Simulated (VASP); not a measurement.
Wanted: the native input for a VASP 6.6.1 run.

* Task: single point
* Functional: PBE
* Potentials or basis: VASP PAW PBE potentials, release 64 (Fe)
* Cutoff: 520 eV
* k mesh: 12 × 12 × 12
* Occupations: gaussian, width 0.05 eV
* Spin: collinear spin, antiferromagnetic start
* Starting moments: [2.5, -2.5] μB
* Dipole correction: no
* Further INCAR settings: ALGO = Normal; EDIFF = 1e-07; NBANDS = 19

The structure of Fe lies in POSCAR:

```
Fe
1.0
    2.8311865458      0.0000000000      0.0000000000
    0.0000000000      2.8311865458      0.0000000000
    0.0000000000      0.0000000000      2.8311865458
Fe
2
Direct
    0.0000000000      0.0000000000      0.0000000000
    0.5000000000      0.5000000000      0.5000000000
```

The input as run:

INCAR

```
PREC = Accurate
ENCUT = 520
EDIFF = 1E-7
ISMEAR = 0
SIGMA = 0.05
LREAL = False
LASPH = True
NELM = 150
ALGO = Normal
ISIF = 2
LWAVE = False
LCHARG = True
ISPIN = 2
MAGMOM = 2.5 -2.5
LORBIT = 11
LMAXMIX = 4
GGA = PE
LELF = True
LVHAR = True
NBANDS = 19
```

KPOINTS

```
regular mesh
0
Gamma
  12 12 12
```

Potentials or basis: VASP PAW PBE potentials, release 64 (Fe).

Launch:

```console
$ cat potpaw_PBE.64/Fe/POTCAR > POTCAR
$ mpirun -np 1 vasp_std > vasp.out
```

It gave:

| Item | Value |
| --- | --- |
| Pressure | -6.4 GPa |
| Band gap on the k mesh | zero (filled and empty bands overlap) |
| Net moment | 0.00 μB per cell |
| Site moments | Fe +1.49, -1.49 μB |
| Valence electrons inside the program's atomic spheres | Fe 7.27 |

Run time: 25 s on 1 thread of Intel(R) Xeon(R) 6975P-C (Granite Rapids) (shared host), peak memory 0.18 GiB.
